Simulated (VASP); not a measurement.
Write the native input for VASP 6.6.1 that does the following.

| Item | Value |
| --- | --- |
| Task | single point |
| Functional | PBE |
| Potentials or basis | VASP PAW PBE potentials, release 64 (Cu, O) |
| Cutoff | 520 eV |
| k mesh | 9 × 9 × 5 |
| Occupations | fermi-dirac, width 0.2 eV |
| Spin | no spin polarisation |
| Dipole correction | no |
| Further INCAR settings | ALGO = Normal; EDIFF = 1e-06; NBANDS = 25 |

The structure of CuO (Tenorite) lies in POSCAR:

```
CuO
1.0
    2.9004840000      0.0000000000      0.0000000000
    0.8811335867      2.7634056953      0.0000000000
   -0.6863119093     -0.5015203667      5.0578693859
Cu O
2 2
Direct
    0.0000000000      0.5000000000      0.0000000000
    0.5000000000      0.0000000000      0.5000000000
    0.5816000000      0.4184000000      0.2500000000
    0.4184000000      0.5816000000      0.7500000000
```

These files were run (other wordings do the same):

INCAR

```
SYSTEM = CuO
PREC = Accurate ; ENCUT = 520
EDIFF = 1E-6 ; ISMEAR = -1
SIGMA = 0.2 ; LREAL = .False.
LASPH = .True. ; NELM = 100
ALGO = Normal ; ISIF = 2
LWAVE = .False. ; LCHARG = .False.
GGA = PE ; NBANDS = 25
```

KPOINTS

```
Automatic mesh
0
Gamma
  9 9 5
  0 0 0
```

Potentials or basis: VASP PAW PBE potentials, release 64 (Cu, O).

Command:

```console
$ cat potpaw_PBE.64/Cu/POTCAR potpaw_PBE.64/O/POTCAR > POTCAR
$ mpirun -np 1 vasp_std > vasp.out
```

Results of the run:

```json
{"Pressure": "6.8 GPa", "Largest force": "0.201 eV/Å", "Band gap on the k mesh": "zero (band 17 reaches 5.99 eV, above the bottom of band 18 at 5.43 eV)"}
```

Caveat: semilocal functionals often make such compounds metallic where correlation or magnetic order opens a gap, which also shifts bond lengths.

It took 70 s on 1 thread of Intel(R) Xeon(R) Platinum 8488C (Sapphire Rapids), with other jobs on the host, peak memory 0.23 GiB.
